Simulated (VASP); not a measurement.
# C (I-42m) in VASP: a series of runs, part 2 of 2

VASP 6.6.1.

### 3 Single point, PBE

This run uses another cell than the first one, of 5.33 Å³/atom.

File INCAR:

```
ALGO = Normal ; EDIFF = 1E-6
ENCUT = 520 ; GGA = PE
ISIF = 2 ; ISMEAR = 0
LASPH = True ; LCHARG = False
LREAL = False ; LWAVE = False
NBANDS = 26 ; NELM = 100
PREC = Accurate ; SIGMA = 0.1
```

File KPOINTS:

```
k-points
0
Gamma
  6 6 6
```

File POSCAR:

```
C
1.0
   -2.2812794500      2.2812794500      2.0500420900
    2.2812794500     -2.2812794500      2.0500420900
    2.2812794500      2.2812794500     -2.0500420900
C
8
Direct
    0.7554327700      0.1131968600      0.2321106300
    0.8810862300      0.5233221400      0.7678893700
    0.1131968600      0.7554327700      0.2321106300
    0.4766778600      0.2445672300      0.3577641000
    0.8868031400      0.1189137700      0.6422359000
    0.5233221400      0.8810862300      0.7678893700
    0.2445672300      0.4766778600      0.3577641000
    0.1189137700      0.8868031400      0.6422359000
```

Potentials or basis: VASP PAW PBE potentials, release 64 (C).

Command:

```sh
cat potpaw_PBE.64/C/POTCAR > POTCAR
mpirun -np 1 vasp_std > vasp.out
```

OUTCAR:

```text
EDIFF = 1E-6
   ENCUT = 520
   GGA = PE
   ISIF = 2
   ISMEAR = 0
   LASPH = True
   LREAL = False
   NELM = 100
   PREC = Accurate

 ion  position               nearest neighbor table
   1  0.755  0.113  0.232-   5 1.49   4 1.49   6 1.50   7 1.60   2 1.96
   2  0.881  0.523  0.768-   4 1.49   5 1.49   3 1.50   8 1.60   1 1.96
   3  0.113  0.755  0.232-   8 1.49   7 1.49   2 1.50   4 1.60   6 1.96
   4  0.477  0.245  0.358-   2 1.49   1 1.49   7 1.50   3 1.60   5 1.96
   5  0.887  0.119  0.642-   1 1.49   2 1.49   8 1.50   6 1.60   4 1.96
   6  0.523  0.881  0.768-   7 1.49   8 1.49   1 1.50   5 1.60   3 1.96
   7  0.245  0.477  0.358-   6 1.49   3 1.49   4 1.50   1 1.60   8 1.96
   8  0.119  0.887  0.642-   3 1.49   6 1.49   5 1.50   2 1.60   7 1.96

  LATTYP: Found a body centered tetragonal cell.
 ALAT       =     4.5625589000
 C/A-ratio  =     0.8986369864

  Lattice vectors:

 A1 = (  -2.2812794500,   2.2812794500,   2.0500420900)
 A2 = (   2.2812794500,  -2.2812794500,   2.0500420900)
 A3 = (   2.2812794500,   2.2812794500,  -2.0500420900)

Analysis of symmetry for initial positions (statically):
=====================================================================
 Subroutine PRICEL returns:
 Original cell was already a primitive cell.

 Routine SETGRP: Setting up the symmetry group for a
 body centered tetragonal supercell.

 Subroutine GETGRP returns: Found  8 space group operations
 (whereof  8 operations were pure point group operations)
 out of a pool of 16 trial point group operations.

The static configuration has the point symmetry D_2d.

Analysis of symmetry for dynamics (positions and initial velocities):
=====================================================================
 Subroutine PRICEL returns:
 Original cell was already a primitive cell.

 Routine SETGRP: Setting up the symmetry group for a
 body centered tetragonal supercell.

[... 140 lines left out ...]
   LORBIT       =      0    0 simple, 1 ext, 2 COOP (PROOUT), +10 PAW based schemes
   GGA     = PE    functional components
   LHFCALC =     F    Hartree Fock is set to
   AEXX    =    0.0000 exact exchange contribution
   IVDW    =     0    specifies the selected vdW correction
   LEPSILON=     F    determine dielectric tensor
   LRPA    =     F    only Hartree local field effects (RPA)
 non-spin polarized calculation
 Gauss-broadening in eV      SIGMA  =   0.10
  energy-cutoff  :      520.00
  volume of cell :       42.68
 maximum number of plane-waves:      1176
   NGX = 15   NGY = 15   NGZ = 15

 number of electron      32.0000007 magnetization

 Free energy of the ion-electron system (eV)
  ---------------------------------------------------
  ext. energy  EPLUGINS =         0.00000000
  ---------------------------------------------------
  free energy    TOTEN  =       -60.29637935 eV

  energy without entropy =      -60.29535197  energy(sigma->0) =      -60.29586566

 E-fermi :  10.7163     XC(G=0): -13.5493

 val. band max:       10.6672653782   @ k =   0.5000   0.5000   0.5000
 cond. band min:      11.7928211288   @ k =   0.5000   0.5000   0.3333
 fundamental gap:      1.1255557507
 Fermi energy:        10.7162731417

 k-point     1 :       0.0000    0.0000    0.0000
  band No.  band energies     occupation
      1     -12.7079      2.00000
      2      -4.7628      2.00000
      3      -2.1359      2.00000
      4      -1.9548      2.00000
      5      -1.4219      2.00000
      6      -1.4219      2.00000
[... 685 lines left out ...]
     25      21.2358      0.00000
     26      21.8452      0.00000

 [... further k-points ...]

------------------------ aborting loop because EDIFF is reached ----------------------------------------

  FORCE on cell =-STRESS in cart. coord.  units (eV):
  Direction    XX          YY          ZZ          XY          YZ          ZX
  --------------------------------------------------------------------------------------
  -------------------------------------------------------------------------------------
  Total       22.1796965     22.1796965     13.6935485      0.0000000      0.0000000      0.0000000
  in kB      832.6959177    832.6959177    514.0990953      0.0000000      0.0000000      0.0000000
  external PRESSURE =     726.4969769 kB  Pullay stress =       0.0000000 kB

 VOLUME and BASIS-vectors are now :
 -----------------------------------------------------------------------------
  energy-cutoff  :      520.00
  volume of cell :       42.68
      direct lattice vectors                 reciprocal lattice vectors
    -2.281279450  2.281279450  2.050042090     0.000000000  0.219175253  0.243897431
     2.281279450 -2.281279450  2.050042090     0.219175253  0.000000000  0.243897431
     2.281279450  2.281279450 -2.050042090     0.219175253  0.219175253  0.000000000

 POSITION                                       TOTAL-FORCE (eV/Angst)
 -----------------------------------------------------------------------------------
     -0.93561      1.99463      1.30489        -0.739984     -0.215574      0.727609
      0.93561      2.56793      1.30489         0.739984      0.215574      0.727609
      1.99463     -0.93561      1.30489        -0.215574     -0.739984      0.727609
      0.28665      1.34567      0.74515         0.215574     -0.739984     -0.727609
     -0.28665      3.21689      0.74515        -0.215574      0.739984     -0.727609
      2.56793      0.93561      1.30489         0.215574      0.739984      0.727609
      1.34567      0.28665      0.74515        -0.739984      0.215574     -0.727609
      3.21689     -0.28665      0.74515         0.739984     -0.215574     -0.727609
 -----------------------------------------------------------------------------------
    total drift:                               -0.000004     -0.000004      0.000010

  FREE ENERGIE OF THE ION-ELECTRON SYSTEM (eV)
  ---------------------------------------------------
  free  energy   TOTEN  =       -60.2963793513 eV

  energy  without entropy=      -60.2953519671  energy(sigma->0) =      -60.29586566
```

OSZICAR:

```text
N       E                     dE             d eps       ncg     rms          rms(c)
DAV:   1     0.833049405281E+02    0.83305E+02   -0.16902E+04  1560   0.121E+03
DAV:   2    -0.569918768355E+02   -0.14030E+03   -0.12892E+03  2020   0.243E+02
DAV:   3    -0.630060852470E+02   -0.60142E+01   -0.59359E+01  2064   0.445E+01
DAV:   4    -0.630720454534E+02   -0.65960E-01   -0.65829E-01  1960   0.501E+00
DAV:   5    -0.630732504657E+02   -0.12050E-02   -0.12043E-02  2024   0.624E-01    0.117E+01
DAV:   6    -0.608852306026E+02    0.21880E+01   -0.17244E+00  1692   0.776E+00    0.680E+00
DAV:   7    -0.602929840999E+02    0.59225E+00   -0.15011E+00  1888   0.727E+00    0.201E+00
DAV:   8    -0.602959694270E+02   -0.29853E-02   -0.11022E-01  1854   0.207E+00    0.452E-01
DAV:   9    -0.602963931241E+02   -0.42370E-03   -0.61638E-03  2030   0.503E-01    0.158E-01
DAV:  10    -0.602963651809E+02    0.27943E-04   -0.76775E-04  1902   0.167E-01    0.248E-02
DAV:  11    -0.602963774505E+02   -0.12270E-04   -0.25113E-05  1974   0.342E-02    0.162E-02
DAV:  12    -0.602963791913E+02   -0.17409E-05   -0.65924E-06  1706   0.161E-02    0.184E-03
DAV:  13    -0.602963793513E+02   -0.16003E-06   -0.57670E-07  1270   0.502E-03
   1 F= -.60296379E+02 E0= -.60295866E+02  d E =-.102738E-02
```

It took 48 s on 1 thread of Intel Xeon 8259CL, shared host; peak memory 0.16 GiB.

What came out:

* Free energy: -60.2964 eV
* Pressure: 72.6 GPa
* Largest force: 1.060 eV/Å

Forces on the atoms (eV/Å):
```
C   -0.740 -0.216  0.728
C    0.740  0.216  0.728
C   -0.216 -0.740  0.728
C    0.216 -0.740 -0.728
C   -0.216  0.740 -0.728
C    0.216  0.740  0.728
C   -0.740  0.216 -0.728
C    0.740 -0.216 -0.728
```

Levels at points of the mesh, in eV from the Fermi level:
```csv
k point,band 14,band 15,band 16,band 17,band 18,band 19
"(0.00, 0.00, 0.00)",-1.84,-1.84,-1.46,4.31,4.85,8.50
"(0.50, 0.00, 0.00)",-3.53,-2.32,-1.26,3.44,5.02,5.34
"(0.50, 0.50, 0.00)",-3.46,-2.44,-1.75,3.65,4.02,5.26
"(0.50, 0.50, 0.50)",-2.24,-0.79,-0.32,-0.05,5.69,6.48
```

Caveat: the cell stands under pressure; forces of over 1 eV/Å act on the atoms, so gaps and moduli don't describe the material at rest.
